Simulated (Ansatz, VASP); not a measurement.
**Two plane-wave programs on Cu**

The input INCAR:

```
PREC = Accurate
ENCUT = 520
EDIFF = 1E-7
ISMEAR = 0
SIGMA = 0.15
LREAL = False
LASPH = True
NELM = 60
ALGO = Normal
ISIF = 2
LWAVE = False
LCHARG = True
GGA = PS
LELF = True
LVHAR = True
NBANDS = 12
```

Contents of KPOINTS:

```
regular mesh
0
Gamma
  24 24 24
```

The input POSCAR:

```
Cu
1.0
   -1.4427933200      1.4427933200      1.3072773775
    1.4427933200     -1.4427933200      1.3072773775
    1.4427933200      1.4427933200     -1.3072773775
Cu
1
Direct
    0.0000000000      0.0000000000      0.0000000000
```

Input for Ansatz:

```yaml
crystal:
  lattice:
    - [-1.44279332, 1.44279332, 1.3072773775]
    - [1.44279332, -1.44279332, 1.3072773775]
    - [1.44279332, 1.44279332, -1.3072773775]
  atoms:
    - { symbol: Cu, position: [0.0, 0.0, 0.0] }
basis:
  ecutwfc: 420
kpoints:
  mp_grid: { grid: [24, 24, 24] }
hamiltonian:
  xc: pbesol
scf:
  occupations: { method: gaussian, width: 0.15 }
output:
  forces: true
  stress: true
  eigenvalues: true
```

Change from the starting cell: strain +0.000 along x and y, -0.050 along z, atoms carried along.

Alike in both runs: task single point; functional PBEsol; k mesh 24 × 24 × 24; occupations gaussian, width 0.15 eV; no spin polarisation.

|  | VASP | Ansatz |
| --- | --- | --- |
| version | VASP 6.6.1 | Ansatz 0.2.0 |
| potentials or method | VASP PAW PBE potentials, release 64 (Cu), cutoff 520 eV | scalar-relativistic, plane waves, PAW |
| valence electrons in the cell | 11 | 19 |

```csv
,VASP,Ansatz,Ansatz less VASP
gap on the k mesh at the Fermi level (eV),none,none,-
pressure (GPa),8.8,8.1,-0.74
"traceless stress, the component that is largest in VASP (GPa)",1.00,0.98,-0.025
```

VASP's potentials were made for PBE, not for PBEsol. A gap of «none» marks a metal or a gap that the smearing closes. VASP's potentials hold 11 valence electrons a cell and Ansatz's 19, so a difference there can come from the potentials and not from the codes.
